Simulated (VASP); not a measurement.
A run of VASP 6.6.1 is set up as follows.

Contents of POSCAR:

```
Pd
1.0
    0.0000000000      1.9366037178      1.9366037178
    1.9366037178      0.0000000000      1.9366037178
    1.9366037178      1.9366037178      0.0000000000
Pd
1
Direct
    0.0000000000      0.0000000000      0.0000000000
```

Contents of INCAR.step1:

```
SYSTEM = Pd
PREC = Accurate
ENCUT = 470
EDIFF = 1E-5
ISMEAR = -1
SIGMA = 0.1
LREAL = .FALSE.
LASPH = .TRUE.
NELM = 120
ALGO = Normal
ISIF = 2
LWAVE = .TRUE.
LCHARG = .FALSE.
NBANDS = 15
GGA = PE
GGA_COMPAT = .FALSE.
```

INCAR.step2

```
SYSTEM = Pd
PREC = Accurate
ENCUT = 470
EDIFF = 1E-6
ISMEAR = -1
SIGMA = 0.1
LREAL = .FALSE.
LASPH = .TRUE.
NELM = 120
ALGO = Normal
ISIF = 2
LWAVE = .FALSE.
LCHARG = .FALSE.
GGA = PE
LHFCALC = .TRUE.
HFSCREEN = 0.2079
PRECFOCK = Normal
NBANDS = 15
ISTART = 1
GGA_COMPAT = .FALSE.
```

KPOINTS

```
Automatic mesh
0
G
  6 6 6
  0 0 0
```

Potentials or basis: VASP PAW PBE potentials, release 64 (Pd_sv_GW).

The run is started by

```sh
$ cat potpaw_PBE.64/Pd_sv_GW/POTCAR > POTCAR
$ cp INCAR.step1 INCAR
$ mpirun -np 1 vasp_std > vasp.out
$ cp INCAR.step2 INCAR
$ mpirun -np 1 vasp_std > vasp.out
```

(1) Predict the pressure.

(2) Predict the band gap on the k mesh.

Answers

(1) 0.4 GPa.

(2) zero (bands 9 and 10 overlap by 2.30 eV).

Caveat: the k points lie up to 0.47 Å⁻¹ apart, too coarse for converged energies and pressures of a metal; the PAW data sets were made with another functional, which shifts forces and pressure a little.
